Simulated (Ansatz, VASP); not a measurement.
Two plane-wave programs on SnPb2O3

The input INCAR:

```
SYSTEM = SnPb2O3
PREC     = Accurate       ! precision mode
ENCUT    = 520            ! plane-wave cutoff, eV
EDIFF    = 1E-6           ! SCF threshold, eV
ISMEAR   = 0              ! smearing method
SIGMA    = 0.1            ! smearing width, eV
LREAL    = .False.        ! projectors in reciprocal space
LASPH    = .True.         ! aspherical terms in the spheres
NELM     = 80             ! most SCF steps
ALGO     = Normal         ! electronic algorithm
ISIF     = 2              ! what is computed and relaxed
LWAVE    = .False.        ! write WAVECAR
LCHARG   = .False.        ! write CHGCAR
GGA      = PE             ! functional
NBANDS   = 39             ! bands
```

The input KPOINTS:

```
Automatic mesh
0
Gamma
  3 3 4
  0 0 0
```

The input POSCAR:

```
SnPb2O3
1.0
    5.8548143800      0.0000000000      0.0000000000
   -2.9274071900      5.0704179900      0.0000000000
    0.0000000000      0.0000000000      3.8069503900
Sn Pb O
1 2 3
Direct
    0.0000000000      0.0000000000      0.0000000000
    0.6666666700      0.3333333300      0.0000000000
    0.3333333300      0.6666666700      0.0000000000
    0.5000000000      0.0000000000      0.5000000000
    0.0000000000      0.5000000000      0.5000000000
    0.5000000000      0.5000000000      0.5000000000
```

Input for Ansatz:

```yaml
crystal:
  lattice:
    - [5.85481438, 0.0, 0.0]
    - [-2.92740719, 5.07041799, 0.0]
    - [0.0, 0.0, 3.80695039]
  atoms:
    - { symbol: Sn, position: [0.0, 0.0, 0.0] }
    - { symbol: Pb, position: [0.66666667, 0.33333333, 0.0] }
    - { symbol: Pb, position: [0.33333333, 0.66666667, 0.0] }
    - { symbol: O, position: [0.5, 0.0, 0.5] }
    - { symbol: O, position: [0.0, 0.5, 0.5] }
    - { symbol: O, position: [0.5, 0.5, 0.5] }
basis:
  ecutwfc: 420
kpoints:
  mp_grid: { grid: [3, 3, 4] }
hamiltonian:
  xc: pbe
scf:
  occupations: { method: gaussian, width: 0.1 }
  lower_state_search: "off"
output:
  forces: true
  stress: true
  eigenvalues: true
```

Change from the starting cell: species swapped into the NdSi2Rh3 type (P6/mmm, No. 191).

Alike in both runs: task single point; functional PBE; k mesh 3 × 3 × 4; occupations gaussian, width 0.1 eV; no spin polarisation.

|  | VASP | Ansatz |
| --- | --- | --- |
| version | VASP 6.6.1 | Ansatz 0.2.0 |
| potentials or method | VASP PAW PBE potentials, release 64 (Sn_d, Pb_d, O), cutoff 520 eV | scalar-relativistic, plane waves, PAW |
| valence electrons in the cell | 60 | 60 |

|  | VASP | Ansatz | Ansatz less VASP |
| --- | --- | --- | --- |
| gap on the k mesh at the Fermi level (eV) | none | none | - |
| pressure (GPa) | -2.8 | -2.8 | +0.05 |
| traceless stress, the component that is largest in VASP (GPa) | -17.69 | -17.73 | -0.037 |

A gap of «none» marks a metal or a gap that the smearing closes.

The k mesh is coarse, so the values compare programs but aren't converged. Neither program's run includes spin-orbit coupling.
